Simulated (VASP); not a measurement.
## BPd4: relaxation of cell and atoms with PBE

Crystal: BPd4.

```xyz
5
Lattice="-2.6881 2.6881 2.6881 2.6881 -2.6881 2.6881 2.6881 2.6881 -2.6881" Properties=species:S:1:pos:R:3 pbc="T T T"
B     0.0000    0.0000    0.0000
Pd    1.1606    1.1606    1.1606
Pd   -1.5275    1.5275    1.5275
Pd    1.5275    1.5275   -1.5275
Pd    1.5275   -1.5275    1.5275
```

The cell was generated, and may not be a known phase.

| Item | Value |
| --- | --- |
| Program | VASP 6.6.1 |
| Task | relaxation of cell and atoms |
| Functional | PBE |
| Potentials or basis | VASP PAW PBE potentials, release 64 (B, Pd) |
| Cutoff | 600 eV |
| k mesh | 10 × 10 × 10 |
| Occupations | gaussian, width 0.1 eV |
| Spin | no spin polarisation |
| Dipole correction | no |
| Further INCAR settings | ALGO = Fast; EDIFF = 1e-07; IBRION = 2; EDIFFG = -0.01; NSW = 100; ISIF = 3 |

| Item | Value |
| --- | --- |
| Relaxed volume | 15.43 Å³/atom |
| Relaxed cell | a = 4.645 Å, b = 4.645 Å, c = 4.645 Å, α = 109.47°, β = 109.47°, γ = 109.47° |
| Space group after relaxing (to 0.1 Å) | I-43m (No. 217) |
| Energy gained by relaxing | 0.7 meV/atom |
| Ionic steps | 5 |
| Pressure after relaxing | 0.0 GPa |
| Band gap on the k mesh | zero (an odd number of electrons rules out a gap without spin polarisation) |

The path:
```csv
step,energy change (eV),largest force (eV/Å),pressure (GPa),volume (Å³)
1,0.0000,0.0776,-0.09,77.69
2,-0.0011,0.0615,-0.07,77.60
3,-0.0025,0.0346,-0.04,77.41
4,-0.0031,0.0137,0.07,77.05
5,-0.0033,0.0010,0.03,77.16
```

Final structure:
```
B Pd
1.0
    -2.68193    2.68193    2.68193
     2.68193   -2.68193    2.68193
     2.68193    2.68193   -2.68193
B Pd
1 4
Direct
  0.00000 0.00000 0.00000
  0.43609 0.43609 0.43609
  0.56391 0.00000 0.00000
  0.00000 0.00000 0.56391
  0.00000 0.56391 0.00000
```

Levels at points of the mesh, in eV from the Fermi level:
| k point | band 18 | band 19 | band 20 | band 21 | band 22 | band 23 | band 24 | band 25 |
| --- | --- | --- | --- | --- | --- | --- | --- | --- |
| (0.00, 0.00, 0.00) | -1.25 | 0.17 | 0.17 | 0.17 | 0.74 | 0.74 | 0.74 | 6.03 |
| (0.50, 0.00, 0.00) | -1.12 | -1.05 | -0.97 | -0.84 | -0.81 | 2.26 | 2.50 | 3.54 |
| (0.50, 0.50, 0.50) | -0.88 | -0.88 | -0.25 | -0.25 | 1.07 | 1.07 | 2.97 | 2.97 |

Run time: 13 min on 1 thread of Intel Xeon 8259CL, with other jobs on the host, peak memory 0.31 GiB.
